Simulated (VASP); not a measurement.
Cr, 1 atom in the cell. The structure is tetragonal, space group I4/mmm (No. 139). Conventional cell: a = 2.884 Å, b = 2.884 Å, c = 2.668 Å, α = 90.00°, β = 90.00°, γ = 90.00°. Cr (site symmetry 4/mmm) has 14 Cr at 2.44 to 2.88 Å within 3.2 Å.  This cell differs from its parent crystal: strain -0.0750 x Voigt [1, 0, 0, 0, 0, 0].

| Property | Result |
| --- | --- |
| Program | VASP 6.6.1 |
| Task | single point |
| Functional | PBEsol |
| Potentials or basis | VASP PAW PBE potentials, release 64 (Cr_pv) |
| Cutoff | 520 eV |
| k mesh | 24 × 24 × 24 |
| Occupations | gaussian, width 0.15 eV |
| Spin | no spin polarisation |
| Dipole correction | no |
| Further INCAR settings | ALGO = Fast; EDIFF = 1e-07; NBANDS = 12 |

Potentials or basis: VASP PAW PBE potentials, release 64 (Cr_pv).

The run is started by

```console
$ cat potpaw_PBE.64/Cr_pv/POTCAR > POTCAR
$ mpirun -np 1 vasp_std > vasp.out
```

Hardware: 1 thread of Intel(R) Xeon(R) 6975P-C (Granite Rapids), on a shared host.

**Question.** Estimate the wall time of this run.

**Answer.** Wall time 65 s on 1 thread of Intel(R) Xeon(R) 6975P-C (Granite Rapids), on a shared host, peak memory 0.23 GiB. Counts: scf iterations 14, k points 1063.
